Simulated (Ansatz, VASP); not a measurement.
## Two plane-wave programs on GaP

```
Ga P
1.0
     3.84557    0.00000    0.00000
     0.00000    5.43845    0.00000
     0.00000    0.00000   24.61391
Ga P
6 6
Direct
  0.50000 0.44500 0.32226
  0.00000 0.01878 0.37931
  0.50000 0.51559 0.46243
  0.00000 0.01560 0.53757
  0.50000 0.51879 0.62069
  0.00000 0.94502 0.67775
  0.00000 0.23810 0.29611
  0.50000 0.76871 0.38372
  0.00000 0.26378 0.45951
  0.50000 0.76379 0.54049
  0.00000 0.26872 0.61628
  0.50000 0.73811 0.70389
```

Alike in both runs: functional PBEsol; k mesh 7 × 5 × 1; occupations gaussian, width 0.05 eV; no spin polarisation.

Ansatz relaxed the structure, and its values are those at the end. VASP's run is a single point on that final structure, the one shown.

|  | VASP | Ansatz |
| --- | --- | --- |
| version | VASP 6.6.1 | Ansatz 0.2.0 |
| potentials or method | VASP PAW PBE potentials, release 64 (Ga_d, P), cutoff 400 eV | scalar-relativistic, plane waves, PAW |
| valence electrons in the cell | 108 | 108 |

```tsv
	VASP	Ansatz	Ansatz less VASP
gap on the k mesh at the Fermi level (eV)	1.03	1.03	+0.001
least direct gap on the mesh (eV)	1.64	1.63	-0.003
rms of the force components (eV/Å)	0.005	0.003	-0.0022
```

VASP's potentials were made for PBE, not for PBEsol. The functional is the same, so the differences come from potentials, cutoffs and numerics.
